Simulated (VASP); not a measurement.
# GaAs (mix) (F-43m) in VASP: notebook, part 2 of 3

VASP 6.6.1.

### Step 3. Single point, PBE (volume scaled by 1.09)

File INCAR:

```
PREC = Accurate
ENCUT = 500
EDIFF = 1E-6
ISMEAR = 0
SIGMA = 0.02
LREAL = False
LASPH = True
NELM = 120
ALGO = Normal
ISIF = 2
LWAVE = False
LCHARG = False
GGA = PE
NBANDS = 16
GGA_COMPAT = False
```

File KPOINTS:

```
Automatic mesh
0
Gamma
  12 12 12
```

File POSCAR:

```
GaAs
1.0
    0.0000000000      2.9564081239      2.9564081239
    2.9564081239      0.0000000000      2.9564081239
    2.9564081239      2.9564081239      0.0000000000
Ga As
1 1
Direct
    0.0000000000      0.0000000000      0.0000000000
    0.2500000000      0.2500000000      0.2500000000
```

Potentials or basis: VASP PAW PBE potentials, release 64 (Ga_d, As).

Started as:

```
cat potpaw_PBE.64/Ga_d/POTCAR potpaw_PBE.64/As/POTCAR > POTCAR
mpirun -np 1 vasp_std > vasp.out
```

OUTCAR:

```text
PREC = Accurate
   ENCUT = 500
   EDIFF = 1E-6
   ISMEAR = 0
   LREAL = False
   LASPH = True
   NELM = 120
   ISIF = 2
   GGA = PE

 ion  position               nearest neighbor table
   1  0.000  0.000  0.000-   2 2.56   2 2.56   2 2.56   2 2.56
   2  0.250  0.250  0.250-   1 2.56   1 2.56   1 2.56   1 2.56

  LATTYP: Found a face centered cubic cell.
 ALAT       =     5.9128162478

  Lattice vectors:

 A1 = (   0.0000000000,   2.9564081239,   2.9564081239)
 A2 = (   2.9564081239,   0.0000000000,   2.9564081239)
 A3 = (   2.9564081239,   2.9564081239,   0.0000000000)

Analysis of symmetry for initial positions (statically):
=====================================================================
 Subroutine PRICEL returns:
 Original cell was already a primitive cell.

 Routine SETGRP: Setting up the symmetry group for a
 face centered cubic supercell.

 Subroutine GETGRP returns: Found 24 space group operations
 (whereof 24 operations were pure point group operations)
 out of a pool of 48 trial point group operations.

The static configuration has the point symmetry T_d .

Analysis of symmetry for dynamics (positions and initial velocities):
=====================================================================
 Subroutine PRICEL returns:
 Original cell was already a primitive cell.

 Routine SETGRP: Setting up the symmetry group for a
 face centered cubic supercell.

 Subroutine GETGRP returns: Found 24 space group operations
 (whereof 24 operations were pure point group operations)
 out of a pool of 48 trial point group operations.

The dynamic configuration has the point symmetry T_d .

 Subroutine INISYM returns: Found 24 space group operations
 (whereof 24 operations are pure point group operations),
 and found     1 'primitive' translations

----------------------------------------------------------------------------------------

                                     Primitive cell

  volume of cell :      51.6801

  direct lattice vectors                    reciprocal lattice vectors
     0.000000000  2.956408124  2.956408124    -0.169124146  0.169124146  0.169124146
     2.956408124  0.000000000  2.956408124     0.169124146 -0.169124146  0.169124146
     2.956408124  2.956408124  0.000000000     0.169124146  0.169124146 -0.169124146

  length of vectors
     4.180992465  4.180992465  4.180992465     0.292931614  0.292931614  0.292931614

  position of ions in fractional coordinates (direct lattice)
     0.000000000  0.000000000  0.000000000
     0.250000000  0.250000000  0.250000000

  ion indices of the primitive-cell ions
   primitive index   ion index
                 1           1
                 2           2

----------------------------------------------------------------------------------------

 KPOINTS: Automatic mesh

Automatic generation of k-mesh.
 Grid dimensions read from file:
 generate k-points for:   12   12   12

 Generating k-lattice:

  Cartesian coordinates                     Fractional coordinates (reciprocal lattice)
    -0.014093679  0.014093679  0.014093679     0.083333333  0.000000000  0.000000000
     0.014093679 -0.014093679  0.014093679     0.000000000  0.083333333  0.000000000
     0.014093679  0.014093679 -0.014093679     0.000000000  0.000000000  0.083333333

  Length of vectors
     0.024410968  0.024410968  0.024410968

  Shift w.r.t. Gamma in fractional coordinates (k-lattice)
     0.000000000  0.000000000  0.000000000

 Subroutine IBZKPT returns following result:
 ===========================================

 Found     72 irreducible k-points:

 Following reciprocal coordinates:
            Coordinates               Weight
  0.000000  0.000000  0.000000      1.000000
  0.083333  0.000000  0.000000      8.000000
  0.166667  0.000000  0.000000      8.000000
  0.250000  0.000000  0.000000      8.000000
  0.333333  0.000000  0.000000      8.000000
  0.416667  0.000000  0.000000      8.000000
[... 16 lines left out ...]
  0.500000  0.166667  0.000000     24.000000
 -0.416667  0.166667  0.000000     24.000000
 [... further k-points ...]
   k-points           NKPTS =     72   k-points in BZ     NKDIM =     72   number of bands    NBANDS=     16
   number of dos      NEDOS =    301   number of ions     NIONS =      2
   total plane-waves  NPLWV =  27000
   dimension x,y,z NGX =    30 NGY =   30 NGZ =   30
   dimension x,y,z NGXF=    60 NGYF=   60 NGZF=   60
   ions per type =               1   1
   NGX,Y,Z   is equivalent  to a cutoff of  11.93, 11.93, 11.93 a.u.
   NGXF,Y,Z  is equivalent  to a cutoff of  23.86, 23.86, 23.86 a.u.
 SYSTEM =  unknown system
   PREC   = accura    normal or accurate (medium, high low for compatibility)
   ISTART =      0    job   : 0-new  1-cont  2-samecut
   ICHARG =      2    charge: 1-file 2-atom 10-const
   ISPIN  =      1    spin polarized calculation?
   LNONCOLLINEAR =      F non collinear calculations
   LSORBIT =      F    spin-orbit coupling
   LASPH  =      T    aspherical Exc in radial PAW
   ENCUT  =  500.0 eV  36.75 Ry    6.06 a.u.   7.62  7.62  7.62*2*pi/ulx,y,z
   NELM   =    120;   NELMIN=  2; NELMDL= -5     # of ELM steps
   EDIFF  = 0.1E-05   stopping-criterion for ELM
   LREAL  =      F    real-space projection
   EDIFFG = 0.1E-04   stopping-criterion for IOM
   NSW    =      0    number of steps for IOM
   IBRION =     -1    ionic relax: 0-MD 1-quasi-New 2-CG
   NFREE  =      0    steps in history (QN), initial steepest desc. (CG)
   ISIF   =      2    stress and relaxation
   ISYM   =      2    0-nonsym 1-usesym 2-fastsym
   POTIM  = 0.5000    time-step for ionic-motion
   TEBEG  =    0.0;   TEEND  =   0.0 temperature during run
   PSTRESS=    0.0 pullay stress
   NELECT =      18.0000    total number of electrons
   NUPDOWN=      -1.0000    fix difference up-down
   EMIN   =  10.00;   EMAX   =-10.00  energy-range for DOS
   EFERMI =   0.00;   METHOD = LEGACY
   ISMEAR =     0;   SIGMA  =   0.02  broadening in eV -4-tet -1-fermi 0-gaus
   EFERMI_NEDOS =   21; number of points for ismear=-14 and -15
   IALGO  =     38    algorithm
   IMIX   =      4    mixing-type and parameters
     AMIX     =   0.40;   BMIX     =  1.00
     AMIX_MAG =   1.60;   BMIX_MAG =  1.00
  volume/ion in A,a.u.               =      25.84       174.38
  Fermi-wavevector in a.u.,A,eV,Ry     =   1.151838  2.176658 18.051258  1.326730
  Thomas-Fermi vector in A             =   2.288493
   LORBIT       =      0    0 simple, 1 ext, 2 COOP (PROOUT), +10 PAW based schemes
   GGA     = PE    functional components
   LHFCALC =     F    Hartree Fock is set to
   AEXX    =    0.0000 exact exchange contribution
   IVDW    =     0    specifies the selected vdW correction
   LEPSILON=     F    determine dielectric tensor
   LRPA    =     F    only Hartree local field effects (RPA)
 non-spin polarized calculation
 Gauss-broadening in eV      SIGMA  =   0.02
  energy-cutoff  :      500.00
  volume of cell :       51.68
 maximum number of plane-waves:      1363
   NGX = 15   NGY = 15   NGZ = 15

 number of electron      18.0000007 magnetization

 Free energy of the ion-electron system (eV)
  ---------------------------------------------------
  ext. energy  EPLUGINS =         0.00000000
  ---------------------------------------------------
  free energy    TOTEN  =        -8.21885061 eV

  energy without entropy =       -8.21883275  energy(sigma->0) =       -8.21884168

 E-fermi :   2.7635     XC(G=0):  -8.9968

 val. band max:        2.7574292499   @ k =   0.0000   0.0000   0.0000
 cond. band min:       3.4098392671   @ k =   0.5000   0.0000   0.0000
 fundamental gap:      0.6524100171
 Fermi energy:         2.7635204529

 k-point     1 :       0.0000    0.0000    0.0000
  band No.  band energies     occupation
      1     -11.8576      2.00000
      2     -11.8576      2.00000
      3     -11.8576      2.00000
      4     -11.8062      2.00000
      5     -11.8062      2.00000
      6      -9.0862      2.00000
[... 8 lines left out ...]
     15      12.5496      0.00000
     16      12.5496      0.00000
[... 419 lines left out ...]
 k-point    24 :      -0.4167    0.1667    0.0000
  band No.  band energies     occupation
      1     -11.9060      2.00000
      2     -11.8429      2.00000
      3     -11.8410      2.00000
      4     -11.8064      2.00000
      5     -11.8043      2.00000
      6      -7.5543      2.00000
[... 8 lines left out ...]
     15      12.6958      0.00000
     16      13.3259      0.00000

 [... further k-points ...]

------------------------ aborting loop because EDIFF is reached ----------------------------------------

  FORCE on cell =-STRESS in cart. coord.  units (eV):
  Direction    XX          YY          ZZ          XY          YZ          ZX
  --------------------------------------------------------------------------------------
  -------------------------------------------------------------------------------------
  Total       -1.3379202     -1.3379202     -1.3379202     -0.0000000      0.0000000     -0.0000000
  in kB      -41.4779842    -41.4779842    -41.4779842     -0.0000000      0.0000000     -0.0000000
  external PRESSURE =     -41.4779842 kB  Pullay stress =       0.0000000 kB

 VOLUME and BASIS-vectors are now :
 -----------------------------------------------------------------------------
  energy-cutoff  :      500.00
  volume of cell :       51.68
      direct lattice vectors                 reciprocal lattice vectors
     0.000000000  2.956408124  2.956408124    -0.169124146  0.169124146  0.169124146
     2.956408124  0.000000000  2.956408124     0.169124146 -0.169124146  0.169124146
     2.956408124  2.956408124  0.000000000     0.169124146  0.169124146 -0.169124146

 POSITION                                       TOTAL-FORCE (eV/Angst)
 -----------------------------------------------------------------------------------
      0.00000      0.00000      0.00000        -0.000000     -0.000000     -0.000000
      1.47820      1.47820      1.47820         0.000000      0.000000      0.000000
 -----------------------------------------------------------------------------------
    total drift:                               -0.000000     -0.000000     -0.000000

  FREE ENERGIE OF THE ION-ELECTRON SYSTEM (eV)
  ---------------------------------------------------
  free  energy   TOTEN  =        -8.2188506056 eV

  energy  without entropy=       -8.2188327511  energy(sigma->0) =       -8.21884168
```

Wall time 79 s (1 thread of AMD EPYC 7R43 (Zen 3), shared host); peak memory 0.17 GiB.

What came out:

```
Free energy            : -8.2189 eV
Pressure               : -4.1 GPa
Band gap on the k mesh : zero (filled and empty bands touch)
```

(Continued in part 3 of 3.)
